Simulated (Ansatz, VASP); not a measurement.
AlCu5 in VASP and in Ansatz

```xyz
6
Lattice="2.6385 0.0000 0.0000 -1.3192 2.2850 0.0000 0.0000 0.0000 12.4834" Properties=species:S:1:pos:R:3 pbc="T T T"
Al    0.0000    0.0000    6.2417
Cu    0.0000    1.5233   10.4280
Cu    1.3192    0.7617    8.3543
Cu    0.0000    1.5233    4.1291
Cu    1.3192    0.7617    2.0554
Cu    0.0000    0.0000    0.0000
```

Alike in both runs: functional PBE; k mesh 18 × 18 × 4; occupations gaussian, width 0.1 eV; no spin polarisation.

Ansatz relaxed the structure, and its values are those at the end. VASP's run is a single point on that final structure, the one shown.

```csv
,VASP,Ansatz
version,VASP 6.6.1,Ansatz 0.2.0
potentials or method,"VASP PAW PBE potentials, release 64 (Al, Cu), cutoff 520 eV","scalar-relativistic, plane waves, PAW"
valence electrons in the cell,58,98
```

```tsv
	VASP	Ansatz	Ansatz less VASP
gap on the k mesh at the Fermi level (eV)	none	none	-
pressure (GPa)	0.4	0.0	-0.42
```

A gap of «none» marks a metal or a gap that the smearing closes. The functional is the same, so the differences come from potentials, cutoffs and numerics. VASP's potentials hold 58 valence electrons a cell and Ansatz's 98, so a difference there can come from the potentials and not from the codes.
